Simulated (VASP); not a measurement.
# Ca (P6_3/mmc) in VASP: a series of runs, part 2 of 2

VASP 6.6.1.

### 3 Relaxation of shape and atoms at fixed volume, PBE (44.92 Å³/atom)

This run uses another cell than the first one, of 44.92 Å³/atom.

INCAR reads:

```
SYSTEM = Ca
ALGO = Fast ; EDIFF = 1E-7
EDIFFG = -0.01 ; ENCUT = 600
GGA = PE ; IBRION = 2
ISIF = 4 ; ISMEAR = 0
LASPH = .TRUE. ; LCHARG = .FALSE.
LREAL = .FALSE. ; LWAVE = .FALSE.
NELM = 80 ; NSW = 50
PREC = Accurate ; SIGMA = 0.1
```

KPOINTS reads:

```
k-points
0
G
  12 12 8
  0 0 0
```

POSCAR reads:

```
Ca
1.0
    3.9819998075      0.0000000000      0.0000000000
   -1.9909999038      3.4485129911      0.0000000000
    0.0000000000      0.0000000000      6.5421486669
Ca
2
Direct
    0.3333333333      0.6666666667      0.2500000000
    0.6666666667      0.3333333333      0.7500000000
```

Potentials or basis: VASP PAW PBE potentials, release 64 (Ca_sv).

The run is started by

```bash
$ cat potpaw_PBE.64/Ca_sv/POTCAR > POTCAR
$ mpirun -np 1 vasp_std > vasp.out
```

OUTCAR:

```text
SYSTEM = Ca
   EDIFF = 1E-7
   EDIFFG = -0.01
   ENCUT = 600
   GGA = PE
   IBRION = 2
   ISIF = 4
   ISMEAR = 0
   LASPH = .TRUE.
   LREAL = .FALSE.
   NELM = 80
   NSW = 50
   PREC = Accurate

 ion  position               nearest neighbor table
   1  0.333  0.667  0.250-
   2  0.667  0.333  0.750-

  LATTYP: Found a hexagonal cell.
 ALAT       =     3.9819998075
 C/A-ratio  =     1.6429304327

  Lattice vectors:

 A1 = (   3.9819998075,   0.0000000000,   0.0000000000)
 A2 = (  -1.9909999038,   3.4485129911,   0.0000000000)
 A3 = (   0.0000000000,   0.0000000000,   6.5421486669)

Analysis of symmetry for initial positions (statically):
=====================================================================
 Subroutine PRICEL returns:
 Original cell was already a primitive cell.

 Routine SETGRP: Setting up the symmetry group for a
 hexagonal supercell.

 Subroutine GETGRP returns: Found 24 space group operations
 (whereof 12 operations were pure point group operations)
 out of a pool of 24 trial point group operations.

[... 217 lines left out ...]
 fundamental gap:      0.0172853781
 Fermi energy:         1.7784941161

 k-point     1 :       0.0000    0.0000    0.0000
  band No.  band energies     occupation
      1     -40.4325      2.00000
      2     -40.4227      2.00000
      3     -21.4606      2.00000
      4     -21.3734      2.00000
      5     -21.3734      2.00000
      6     -21.3584      2.00000
      7     -21.3584      2.00000
      8     -21.3528      2.00000
      9      -2.1961      2.00000
     10       0.7320      2.00000
     11       1.4984      1.99993
     12       3.9398      0.00000
     13       3.9655      0.00000
     14       3.9682      0.00000
[... 377 lines left out ...]
      1     -40.4251      2.00000
      2     -40.4199      2.00000
      3     -21.4422      2.00000
      4     -21.4258      2.00000
      5     -21.4195      2.00000
      6     -21.3917      2.00000
      7     -21.3710      2.00000
      8     -21.3682      2.00000
      9      -0.6421      2.00000
     10       1.4486      2.00000
     11       2.1330      0.00000
     12       2.3702      0.00000
     13       3.4494      0.00000
     14       3.4637      0.00000

 [... further k-points ...]
[... 5 lines left out ...]
  --------------------------------------------------------------------------------------
  -------------------------------------------------------------------------------------
  Total       -0.4924914     -0.4924914     -0.5167653      0.0000000     -0.0000000      0.0000000
  in kB       -8.7832590     -8.7832590     -9.2161696      0.0000000     -0.0000000      0.0000000
  external PRESSURE =      -8.9275625 kB  Pullay stress =       0.0000000 kB

 VOLUME and BASIS-vectors are now :
 -----------------------------------------------------------------------------
  energy-cutoff  :      600.00
  volume of cell :       89.84
      direct lattice vectors                 reciprocal lattice vectors
     3.983115087  0.000000000  0.000000000     0.251059781  0.144949432  0.000000000
    -1.991557544  3.449478852 -0.000000000    -0.000000000  0.289898864  0.000000000
     0.000000000 -0.000000000  6.538485552    -0.000000000  0.000000000  0.152940615

 POSITION                                       TOTAL-FORCE (eV/Angst)
 -----------------------------------------------------------------------------------
     -0.00000      2.29965      1.63462         0.000000      0.000000     -0.000000
      1.99156      1.14983      4.90386        -0.000000     -0.000000      0.000000
 -----------------------------------------------------------------------------------
    total drift:                               -0.000000      0.000000     -0.000000

  FREE ENERGIE OF THE ION-ELECTRON SYSTEM (eV)
  ---------------------------------------------------
  free  energy   TOTEN  =        -3.8438062498 eV

  energy  without entropy=       -3.8326641191  energy(sigma->0) =       -3.83823518

 reached required accuracy - stopping structural energy minimisation
```

OSZICAR:

```text
N       E                     dE             d eps       ncg     rms          rms(c)
DAV:   1     0.182131811655E+03    0.18213E+03   -0.10875E+04  2660   0.141E+03
DAV:   2     0.596566474272E+01   -0.17617E+03   -0.17458E+03  2852   0.378E+02
DAV:   3    -0.336541923432E+01   -0.93311E+01   -0.92515E+01  5202   0.656E+01
[... 18 lines left out ...]
DAV:   1    -0.384384826364E+01   -0.57321E-04   -0.30157E-03  3632   0.546E-01    0.381E-02
RMM:   2    -0.384381984871E+01    0.28415E-04   -0.33093E-05  2809   0.675E-02    0.221E-02
RMM:   3    -0.384380569981E+01    0.14149E-04   -0.23266E-05  2796   0.478E-02    0.125E-03
RMM:   4    -0.384380617047E+01   -0.47066E-06   -0.49574E-06  3144   0.148E-02    0.756E-04
RMM:   5    -0.384380624976E+01   -0.79294E-07   -0.92795E-07  2428   0.680E-03
   2 F= -.38438062E+01 E0= -.38382352E+01  d E =-.152420E-04
```

CONTCAR:

```text
Ca
   1.00000000000000
     3.9831150870997512    0.0000000000006887    0.0000000000000000
    -1.9915575435992932    3.4494788515667714   -0.0000000000000000
     0.0000000000000000   -0.0000000000000000    6.5384855523274394
  Ca
     2
Direct
     0.3333333332999970    0.6666666667000030    0.2500000000000000
     0.6666666667000030    0.3333333332999970    0.7500000000000000

  0.00000000E+00  0.00000000E+00  0.00000000E+00
  0.00000000E+00  0.00000000E+00  0.00000000E+00
```

It took 3 min on 1 thread of Intel Xeon Platinum 8375C at 2.90GHz (Ice Lake), shared host; peak memory 0.32 GiB.

What came out:

```
Free energy               : -3.8438 eV
Energy gained by relaxing : 0.0 meV/atom
Ionic steps               : 2
Pressure after relaxing   : -0.9 GPa
Band gap on the k mesh    : zero (bands 10 and 11 overlap by 0.54 eV)
```

Final structure:
```yaml
crystal:
  lattice:
    - [3.98312, 0.00000, 0.00000]
    - [-1.99156, 3.44948, 0.00000]
    - [0.00000, 0.00000, 6.53849]
  atoms:
    - { symbol: Ca, position: [0.33333, 0.66667, 0.25000] }
    - { symbol: Ca, position: [0.66667, 0.33333, 0.75000] }
```

### 4 Relaxation of shape and atoms at fixed volume, PBE (46.61 Å³/atom)

This run uses another cell than the first one, of 46.61 Å³/atom.

INCAR reads:

```
SYSTEM = Ca
ALGO = Fast
EDIFF = 1E-6
EDIFFG = -0.01
ENCUT = 600
GGA = PE
IBRION = 2
ISIF = 4
ISMEAR = 0
LASPH = .TRUE.
LCHARG = .FALSE.
LREAL = .FALSE.
LWAVE = .FALSE.
NELM = 100
NSW = 50
PREC = Accurate
SIGMA = 0.1
```

KPOINTS is that of step 3.

POSCAR reads:

```
Ca
1.0
    4.0314707020      0.0000000000      0.0000000000
   -2.0157353510      3.4913560425      0.0000000000
    0.0000000000      0.0000000000      6.6234259051
Ca
2
Direct
    0.3333333333      0.6666666667      0.2500000000
    0.6666666667      0.3333333333      0.7500000000
```

Potentials or basis: VASP PAW PBE potentials, release 64 (Ca_sv).

The run is started by

```bash
$ cat potpaw_PBE.64/Ca_sv/POTCAR > POTCAR
$ mpirun -np 1 vasp_std > vasp.out
```

OUTCAR:

```text
SYSTEM = Ca
   EDIFF = 1E-6
   EDIFFG = -0.01
   ENCUT = 600
   GGA = PE
   IBRION = 2
   ISIF = 4
   ISMEAR = 0
   LASPH = .TRUE.
   LREAL = .FALSE.
   NELM = 100
   NSW = 50
   PREC = Accurate

 ion  position               nearest neighbor table
   1  0.333  0.667  0.250-
   2  0.667  0.333  0.750-

  LATTYP: Found a hexagonal cell.
 ALAT       =     4.0314707020
 C/A-ratio  =     1.6429304328

  Lattice vectors:

 A1 = (   4.0314707020,   0.0000000000,   0.0000000000)
 A2 = (  -2.0157353510,   3.4913560425,   0.0000000000)
 A3 = (   0.0000000000,   0.0000000000,   6.6234259051)

Analysis of symmetry for initial positions (statically):
=====================================================================
 Subroutine PRICEL returns:
 Original cell was already a primitive cell.

 Routine SETGRP: Setting up the symmetry group for a
 hexagonal supercell.

 Subroutine GETGRP returns: Found 24 space group operations
 (whereof 12 operations were pure point group operations)
 out of a pool of 24 trial point group operations.

The static configuration has the point symmetry D_3d.
 The point group associated with its full space group is D_6h.

Analysis of symmetry for dynamics (positions and initial velocities):
=====================================================================
 Subroutine PRICEL returns:
 Original cell was already a primitive cell.

 Routine SETGRP: Setting up the symmetry group for a
 hexagonal supercell.

 Subroutine GETGRP returns: Found 24 space group operations
 (whereof 12 operations were pure point group operations)
 out of a pool of 24 trial point group operations.

The dynamic configuration has the point symmetry D_3d.
 The point group associated with its full space group is D_6h.

 Subroutine INISYM returns: Found 24 space group operations
 (whereof 12 operations are pure point group operations),
 and found     1 'primitive' translations
[... 128 lines left out ...]
 RMM-DIIS sequential band-by-band and
 Gauss-broadening in eV      SIGMA  =   0.10
  energy-cutoff  :      600.00
  volume of cell :       93.23
 maximum number of plane-waves:      3132
   NGX = 17   NGY = 17   NGZ = 27

--------------------------------------- Ionic step        1  -------------------------------------------

 number of electron      20.0000001 magnetization

 Free energy of the ion-electron system (eV)
  ---------------------------------------------------
  ext. energy  EPLUGINS =         0.00000000
  ---------------------------------------------------
  free energy    TOTEN  =        -3.81971920 eV

  energy without entropy =       -3.80793641  energy(sigma->0) =       -3.81382780

------------------------ aborting loop because EDIFF is reached ----------------------------------------

  FORCE on cell =-STRESS in cart. coord.  units (eV):
  Direction    XX          YY          ZZ          XY          YZ          ZX
  --------------------------------------------------------------------------------------
  -------------------------------------------------------------------------------------
  Total       -0.7925258     -0.7925258     -0.8485209      0.0000000     -0.0000000      0.0000000
  in kB      -13.6202053    -13.6202053    -14.5825266      0.0000000     -0.0000000      0.0000000
  external PRESSURE =     -13.9409791 kB  Pullay stress =       0.0000000 kB
[... 59 lines left out ...]
--------------------------------------- Ionic step        3  -------------------------------------------

 number of electron      20.0000001 magnetization

 Free energy of the ion-electron system (eV)
  ---------------------------------------------------
  ext. energy  EPLUGINS =         0.00000000
  ---------------------------------------------------
  free energy    TOTEN  =        -3.81978554 eV

  energy without entropy =       -3.80810498  energy(sigma->0) =       -3.81394526

 E-fermi :   1.6373     XC(G=0):  -7.4336

 val. band max:        1.6330006070   @ k =   0.3333   0.3333   0.3750
 cond. band min:       1.6479546755   @ k =   0.5000   0.0000   0.5000
 fundamental gap:      0.0149540685
 Fermi energy:         1.6373007571

 k-point     1 :       0.0000    0.0000    0.0000
  band No.  band energies     occupation
      1     -40.6579      2.00000
      2     -40.6496      2.00000
      3     -21.6757      2.00000
      4     -21.5999      2.00000
      5     -21.5999      2.00000
      6     -21.5864      2.00000
      7     -21.5864      2.00000
      8     -21.5811      2.00000
      9      -2.2663      2.00000
     10       0.6217      2.00000
     11       1.3583      1.99992
     12       3.7670      0.00000
     13       3.7751      0.00000
     14       3.7816      0.00000
[... 377 lines left out ...]
      1     -40.6518      2.00000
      2     -40.6474      2.00000
      3     -21.6591      2.00000
      4     -21.6445      2.00000
      5     -21.6394      2.00000
      6     -21.6157      2.00000
      7     -21.5973      2.00000
      8     -21.5948      2.00000
      9      -0.7566      2.00000
     10       1.3203      1.99999
     11       1.9974      0.00000
     12       2.2253      0.00000
     13       3.2737      0.00000
     14       3.2946      0.00000

 [... further k-points ...]
[... 5 lines left out ...]
  --------------------------------------------------------------------------------------
  -------------------------------------------------------------------------------------
  Total       -0.8122768     -0.8122768     -0.7903425      0.0000000     -0.0000000      0.0000000
  in kB      -13.9596421    -13.9596421    -13.5826833      0.0000000     -0.0000000      0.0000000
  external PRESSURE =     -13.8339891 kB  Pullay stress =       0.0000000 kB
[... 17 lines left out ...]
  FREE ENERGIE OF THE ION-ELECTRON SYSTEM (eV)
  ---------------------------------------------------
  free  energy   TOTEN  =        -3.8197855355 eV

  energy  without entropy=       -3.8081049829  energy(sigma->0) =       -3.81394526

 reached required accuracy - stopping structural energy minimisation
```

It took 3.1 min on 1 thread of Intel Xeon Platinum 8375C at 2.90GHz (Ice Lake), shared host; peak memory 0.32 GiB.

What came out:

- Free energy: -3.8198 eV
- Energy gained by relaxing: 0.0 meV/atom
- Ionic steps: 3
- Pressure after relaxing: -1.4 GPa
- Band gap on the k mesh: zero (bands 10 and 11 overlap by 0.53 eV)

Final structure:
```cif
data_structure
_symmetry_space_group_name_H-M 'P 1'
_symmetry_Int_Tables_number 1
_cell_length_a 4.0381
_cell_length_b 4.0381
_cell_length_c 6.6018
_cell_angle_alpha 90.000
_cell_angle_beta 90.000
_cell_angle_gamma 120.000
_cell_volume 93.23
loop_
_atom_site_label
_atom_site_type_symbol
_atom_site_fract_x
_atom_site_fract_y
_atom_site_fract_z
_atom_site_occupancy
Ca1 Ca 0.33333 0.66667 0.25000 1
Ca2 Ca 0.66667 0.33333 0.75000 1
```

Levels at points of the mesh, in eV from the Fermi level:
```tsv
k point	band 8	band 9	band 10	band 11	band 12	band 13
(0.00, 0.00, 0.00)	-23.22	-3.90	-1.02	-0.28	2.13	2.14
(0.50, 0.00, 0.00)	-23.24	-1.13	-0.73	0.26	0.39	1.26
(0.00, 0.00, 0.50)	-23.23	-2.96	-2.96	1.32	1.32	2.13
(0.50, 0.00, 0.50)	-23.25	-0.66	-0.66	0.01	0.01	1.38
```

### 5 Overview

| task | cell | gap on the mesh (eV) | pressure (GPa) |
| --- | --- | --- | --- |
| relaxation of cell and atoms | relaxed from a = 3.980, b = 3.980, c = 6.520 Å, angles 90.0, 90.0, 120.0°, 2 atoms | none | 0.0 |
| relaxation of shape and atoms at fixed volume | relaxed from a = 3.982, b = 3.982, c = 6.542 Å, angles 90.0, 90.0, 120.0°, 2 atoms | none | -0.9 |
| relaxation of shape and atoms at fixed volume | relaxed from a = 4.031, b = 4.031, c = 6.623 Å, angles 90.0, 90.0, 120.0°, 2 atoms | none | -1.4 |

Alike in all rows: level PBE; potentials or basis VASP PAW PBE potentials, release 64 (Ca_sv); no spin polarisation; k mesh 12 × 12 × 8; cutoff (eV) 600; smearing gaussian 0.1 eV.

Total energies depend on the potentials used, so only differences within one code and one set of settings carry meaning.
